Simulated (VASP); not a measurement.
# BaZrO3 (Pm-3m) in VASP: notebook, part 2 of 2

VASP 6.6.1.

**5. Relaxation of cell and atoms, PBE+D4**

This run uses another cell than the first one, of 14.73 Å³/atom.

INCAR

```
SYSTEM = BaZrO3
PREC = Accurate ; ENCUT = 600
EDIFF = 1E-6 ; ISMEAR = -1
SIGMA = 0.05 ; LREAL = .False.
LASPH = .True. ; NELM = 100
ALGO = Normal ; ISIF = 3
LWAVE = .False. ; LCHARG = .False.
GGA = PE ; IVDW = 13
IBRION = 2 ; NSW = 60
EDIFFG = -0.01
```

KPOINTS

```
Automatic mesh
0
Gamma
  6 6 6
  0 0 0
```

POSCAR

```
BaZrO3
1.0
    4.1913400000      0.0000000000      0.0000000000
    0.0000000000      4.1913400000      0.0000000000
    0.0000000000      0.0000000000      4.1913400000
Ba Zr O
1 1 3
Direct
    0.0000000000      0.0000000000      0.0000000000
    0.5000000000      0.5000000000      0.5000000000
    0.5000000000      0.5000000000      0.0000000000
    0.5000000000      0.0000000000      0.5000000000
    0.0000000000      0.5000000000      0.5000000000
```

Potentials or basis: VASP PAW PBE potentials, release 64 (Ba_sv, Zr_sv, O).

Run with:

```console
$ cat potpaw_PBE.64/Ba_sv/POTCAR potpaw_PBE.64/Zr_sv/POTCAR potpaw_PBE.64/O/POTCAR > POTCAR
$ mpirun -np 1 vasp_std > vasp.out
```

OUTCAR:

```text
SYSTEM = BaZrO3
   PREC = Accurate
   ENCUT = 600
   EDIFF = 1E-6
   ISMEAR = -1
   LREAL = .False.
   LASPH = .True.
   NELM = 100
   ISIF = 3
   GGA = PE
   IVDW = 13
   IBRION = 2
   NSW = 60
   EDIFFG = -0.01

 ion  position               nearest neighbor table
   1  0.000  0.000  0.000-   3 2.96   4 2.96   5 2.96   4 2.96   5 2.96   3 2.96   5 2.96   5 2.96
                             3 2.96   4 2.96   4 2.96   3 2.96   2 3.63   2 3.63   2 3.63   2 3.63
   2  0.500  0.500  0.500-   3 2.10   4 2.10   5 2.10   3 2.10   4 2.10   5 2.10   1 3.63   1 3.63
                             1 3.63   1 3.63   1 3.63   1 3.63   1 3.63   1 3.63
   3  0.500  0.500  0.000-   2 2.10   2 2.10   1 2.96   1 2.96   1 2.96   1 2.96
   4  0.500  0.000  0.500-   2 2.10   2 2.10   1 2.96   1 2.96   1 2.96   1 2.96
   5  0.000  0.500  0.500-   2 2.10   2 2.10   1 2.96   1 2.96   1 2.96   1 2.96

  LATTYP: Found a simple cubic cell.
 ALAT       =     4.1913400000

  Lattice vectors:

 A1 = (   4.1913400000,   0.0000000000,   0.0000000000)
 A2 = (   0.0000000000,   4.1913400000,   0.0000000000)
[... 179 lines left out ...]

------------------------ aborting loop because EDIFF is reached ----------------------------------------

  DFT-D4 for vdW energy calculation

  Edisp (eV):   -1.00120
[... 77 lines left out ...]
--------------------------------------- Ionic step        3  -------------------------------------------

 number of electron      40.0000019 magnetization

 Free energy of the ion-electron system (eV)
  ---------------------------------------------------
  ext. energy  EPLUGINS =         0.00000000
  ---------------------------------------------------
  free energy    TOTEN  =       -41.72123683 eV

  energy without entropy =      -41.72123683  energy(sigma->0) =      -41.72123683

 E-fermi :   4.7669     XC(G=0): -10.6863

 val. band max:        3.6682671706   @ k =   0.5000   0.5000   0.5000
 cond. band min:       6.8217086509   @ k =   0.0000   0.0000   0.0000
 fundamental gap:      3.1534414803
 Fermi energy:         4.7668553895

 k-point     1 :       0.0000    0.0000    0.0000
  band No.  band energies     occupation
      1     -43.4554      2.00000
      2     -21.6974      2.00000
      3     -21.5942      2.00000
      4     -21.5942      2.00000
      5     -21.5942      2.00000
      6     -12.6740      2.00000
[... 565 lines left out ...]
  FREE ENERGIE OF THE ION-ELECTRON SYSTEM (eV)
  ---------------------------------------------------
  free  energy   TOTEN  =       -42.7050410797 eV

  energy  without entropy=      -42.7050410797  energy(sigma->0) =      -42.70504108

 reached required accuracy - stopping structural energy minimisation
```

OSZICAR:

```text
N       E                     dE             d eps       ncg     rms          rms(c)
DAV:   1     0.357714342919E+03    0.35771E+03   -0.24303E+04   960   0.184E+03
DAV:   2    -0.261186507430E+02   -0.38383E+03   -0.37743E+03  1248   0.414E+02
DAV:   3    -0.486047500985E+02   -0.22486E+02   -0.22465E+02  1560   0.992E+01
[... 27 lines left out ...]
DAV:   4    -0.417204077557E+02    0.82984E-03   -0.12381E-02  1560   0.591E-01    0.222E-01
DAV:   5    -0.417208607600E+02   -0.45300E-03   -0.49447E-04  1376   0.140E-01    0.115E-01
DAV:   6    -0.417212084204E+02   -0.34766E-03   -0.78330E-04  1472   0.151E-01    0.231E-02
DAV:   7    -0.417212330138E+02   -0.24593E-04   -0.73623E-05  1352   0.479E-02    0.106E-02
DAV:   8    -0.417212367609E+02   -0.37471E-05   -0.18839E-05  1096   0.284E-02    0.351E-03
DAV:   9    -0.417212368315E+02   -0.70615E-07   -0.84177E-07   656   0.668E-03
   3 F= -.42705041E+02 E0= -.42705041E+02  d E =-.101733E-01
```

CONTCAR:

```text
BaZrO3
   1.00000000000000
     4.2149159137204464    0.0000000000000000   -0.0000000000000000
     0.0000000000000000    4.2149159137204464    0.0000000000000000
     0.0000000000000000    0.0000000000000000    4.2149159137204464
  Ba              Zr              O
     1     1     3
Direct
     0.0000000000000000    0.0000000000000000    0.0000000000000000
     0.5000000000000000    0.5000000000000000    0.5000000000000000
     0.5000000000000000    0.5000000000000000    0.0000000000000000
     0.5000000000000000    0.0000000000000000    0.5000000000000000
     0.0000000000000000    0.5000000000000000    0.5000000000000000

  0.00000000E+00  0.00000000E+00  0.00000000E+00
  0.00000000E+00  0.00000000E+00  0.00000000E+00
  0.00000000E+00  0.00000000E+00  0.00000000E+00
  0.00000000E+00  0.00000000E+00  0.00000000E+00
  0.00000000E+00  0.00000000E+00  0.00000000E+00
```

Wall time 2.8 min (1 thread of Intel Xeon 8259CL, shared host); peak memory 0.25 GiB.

What came out:

| Item | Value |
| --- | --- |
| Free energy | -42.7050 eV |
| Relaxed volume | 14.98 Å³/atom |
| Relaxed cell | a = 4.215 Å, b = 4.215 Å, c = 4.215 Å, α = 90.00°, β = 90.00°, γ = 90.00° |
| Space group after relaxing (to 0.1 Å) | Pm-3m (No. 221) |
| Energy gained by relaxing | 2.0 meV/atom |
| Ionic steps | 3 |
| Pressure after relaxing | 0.0 GPa |
| Band gap on the k mesh | 3.15 eV (least direct gap 3.40 eV) |
| Dispersion energy per atom | -0.197 eV |

Step by step:
```csv
step,energy change (eV),largest force (eV/Å),pressure (GPa),volume (Å³)
1,0.0000,0.0000,2.66,73.63
2,0.0018,0.0000,-2.71,76.27
3,-0.0102,0.0000,0.00,74.88
```

Final structure:
```cif
data_structure
_symmetry_space_group_name_H-M 'P 1'
_symmetry_Int_Tables_number 1
_cell_length_a 4.2149
_cell_length_b 4.2149
_cell_length_c 4.2149
_cell_angle_alpha 90.000
_cell_angle_beta 90.000
_cell_angle_gamma 90.000
_cell_volume 74.88
loop_
_atom_site_label
_atom_site_type_symbol
_atom_site_fract_x
_atom_site_fract_y
_atom_site_fract_z
_atom_site_occupancy
Ba1 Ba 0.00000 0.00000 0.00000 1
Zr1 Zr 0.50000 0.50000 0.50000 1
O1 O 0.50000 0.50000 0.00000 1
O2 O 0.50000 0.00000 0.50000 1
O3 O 0.00000 0.50000 0.50000 1
```

Caveat: spin-orbit coupling is left out, which moves the levels of the heavy elements. A k mesh can miss the band edges.

**6. Single point, r2SCAN, non-collinear spin, zero start, spin-orbit coupling**

This run uses another cell than the first one, of 14.73 Å³/atom.

POSCAR is that of step 5.

INCAR.step1

```
PREC     = Accurate       # precision mode
ENCUT    = 520            # plane-wave cutoff, eV
ISMEAR   = -1             # smearing method
SIGMA    = 0.05           # smearing width, eV
LREAL    = F              # projectors in reciprocal space
LASPH    = T              # aspherical terms in the spheres
NELM     = 150            # most SCF steps
LNONCOLLINEAR= T              # non-collinear magnetism
MAGMOM   = 0 0 0 0 0 0 0 0 0 0 0 0 0 0 0 # initial moments
LSORBIT  = T              # spin-orbit coupling
GGA_COMPAT= F            
LMAXMIX  = 4              # l up to which the mixer works
NBANDS   = 55             # bands
GGA      = PE             # functional
ALGO     = Normal         # electronic algorithm
EDIFF    = 1E-4           # SCF threshold, eV
LWAVE    = T              # write WAVECAR
LCHARG   = F              # write CHGCAR
```

INCAR.step2

```
PREC     = Accurate       # precision mode
ENCUT    = 520            # plane-wave cutoff, eV
EDIFF    = 1E-6           # SCF threshold, eV
ISMEAR   = -1             # smearing method
SIGMA    = 0.05           # smearing width, eV
LREAL    = F              # projectors in reciprocal space
LASPH    = T              # aspherical terms in the spheres
NELM     = 150            # most SCF steps
ALGO     = Normal         # electronic algorithm
ISIF     = 2              # what is computed and relaxed
LWAVE    = F              # write WAVECAR
LCHARG   = F              # write CHGCAR
LNONCOLLINEAR= T              # non-collinear magnetism
MAGMOM   = 0 0 0 0 0 0 0 0 0 0 0 0 0 0 0 # initial moments
LORBIT   = 11             # projections on sites
LSORBIT  = T              # spin-orbit coupling
GGA_COMPAT= F            
LORBMOM  = T            
LMAXMIX  = 4              # l up to which the mixer works
METAGGA  = R2SCAN         # meta-GGA
LMIXTAU  = T            
NBANDS   = 55             # bands
ISTART   = 1
```

KPOINTS

```
regular mesh
0
Gamma
  5 5 5
```

Potentials or basis: VASP PAW PBE potentials, release 64 (Ba_sv, Zr_sv, O).

Run with:

```console
$ cat potpaw_PBE.64/Ba_sv/POTCAR potpaw_PBE.64/Zr_sv/POTCAR potpaw_PBE.64/O/POTCAR > POTCAR
$ cp INCAR.step1 INCAR
$ mpirun -np 1 vasp_ncl > vasp.out
$ cp INCAR.step2 INCAR
$ mpirun -np 1 vasp_ncl > vasp.out
```

Wall time 8.2 min (1 thread of Intel Xeon 8259CL, shared host); peak memory 0.4 GiB.

It converged, with:

```
Free energy                                           : -85.3398 eV
Pressure                                              : 2.7 GPa
Net moment                                            : 0.00 μB per cell
Valence electrons inside the program's atomic spheres : Ba 7.91; Zr 9.64; O 5.08
```

Moments on the atoms (μB; x, y, z):
```
Ba  0.00 0.00 0.00
Zr  0.00 0.00 0.00
O   0.00 0.00 0.00
O   0.00 0.00 0.00
O   0.00 0.00 0.00
```

Caveat: the PAW data sets were made with another functional, which shifts forces and pressure a little.

**7. The runs side by side**

| task | level | spin | cell | k mesh | cutoff (eV) | gap on the mesh (eV) | pressure (GPa) | relaxed volume (Å³/atom) |
| --- | --- | --- | --- | --- | --- | --- | --- | --- |
| single point | BLYP | off | a = 4.270 Å, 5 atoms | 6 × 6 × 6 | 520 | 3.14 | 1.1 | - |
| relaxation of cell and atoms | BLYP | off | relaxed from a = 4.191 Å, 5 atoms | 6 × 6 × 6 | 600 | 3.12 | 0.0 | 15.67 |
| relaxation of cell and atoms | PBE+D3(BJ) | off | relaxed from a = 4.191 Å, 5 atoms | 6 × 6 × 6 | 600 | 3.16 | 0.0 | 14.93 |
| relaxation of cell and atoms | PBE+D4 | off | relaxed from a = 4.191 Å, 5 atoms | 6 × 6 × 6 | 600 | 3.15 | 0.0 | 14.98 |
| single point | r2SCAN | non-collinear, zero start, SOC | a = 4.191 Å, 5 atoms | 5 × 5 × 5 | 520 | - | 2.7 | - |

Alike in all rows: potentials or basis VASP PAW PBE potentials, release 64 (Ba_sv, Zr_sv, O); smearing fermi-dirac 0.05 eV.

Caveats: spin-orbit coupling is left out, which moves the levels of the heavy elements (at least some runs); the PAW data sets were made with another functional, which shifts forces and pressure a little (at least some runs).

Absolute energies hang on the potentials; compare differences alone.
